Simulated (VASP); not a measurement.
RbReB2:

```
CELL_PARAMETERS angstrom
4.05981 0.00000 0.00000
0.00000 4.05981 0.00000
0.00000 0.00000 4.98495
ATOMIC_POSITIONS crystal
Rb 0.00000 0.00000 0.46621
Re 0.00000 0.00000 0.99268
B 0.00000 0.50000 0.84961
B 0.50000 0.00000 0.84961
```

| Quantity | Value |
| --- | --- |
| Program | VASP 6.6.1 |
| Task | relaxation of cell and atoms |
| Functional | PBE |
| Potentials or basis | VASP PAW PBE potentials, release 64 (Rb_sv, Re, B) |
| Cutoff | 600 eV |
| k mesh | 4 × 4 × 4 |
| Occupations | gaussian, width 0.1 eV |
| Spin | no spin polarisation |

At the start: pressure 7.1 GPa; volume 20.54 Å³/atom.

Where does the relaxation end?

Over 15 steps the energy falls by 957.5 meV/atom and the volume is 25.44 Å³/atom (+23.9 %); space group P4mm (No. 99, to 0.05 Å).

Step by step:
| step | energy change (eV) | largest force (eV/Å) | pressure (GPa) | volume (Å³) |
| --- | --- | --- | --- | --- |
| 1 | 0.0000 | 4.6181 | 7.11 | 82.16 |
| 2 | -2.9251 | 4.5224 | 8.81 | 91.27 |
| 3 | -2.9250 | 4.5271 | 8.83 | 91.27 |
| 4 | -3.4238 | 3.0398 | -7.19 | 113.09 |
| 5 | -3.6791 | 0.4514 | -3.03 | 104.86 |
| 6 | -3.6802 | 0.3143 | -2.77 | 104.45 |
| 7 | -3.8205 | 0.4225 | -0.92 | 103.20 |
| 8 | -3.8204 | 0.4211 | -0.95 | 103.22 |
| 9 | -3.8176 | 0.6913 | 0.96 | 101.22 |
| 10 | -3.8256 | 0.1462 | -0.12 | 102.33 |
| 11 | -3.8273 | 0.1241 | 0.00 | 101.92 |
| 12 | -3.8285 | 0.0852 | 0.21 | 101.24 |
| 13 | -3.8296 | 0.0986 | 0.01 | 101.52 |
| 14 | -3.8298 | 0.1242 | -0.17 | 101.78 |
| 15 | -3.8302 | 0.0107 | -0.06 | 101.78 |

Final structure:
```
Rb Re B
1.0
     3.78282    0.00000    0.00000
     0.00000    3.78282    0.00000
     0.00000    0.00000    7.11235
Rb Re B
1 1 2
Cartesian
  0.0000 0.0000 3.2902
  0.0000 0.0000 6.8504
  0.0000 1.8914 6.1605
  1.8914 0.0000 6.1605
```

Caveat: the k points lie up to 0.42 Å⁻¹ apart in the final cell; the volume moved by over 15 % at a fixed basis, so the end points are rough.
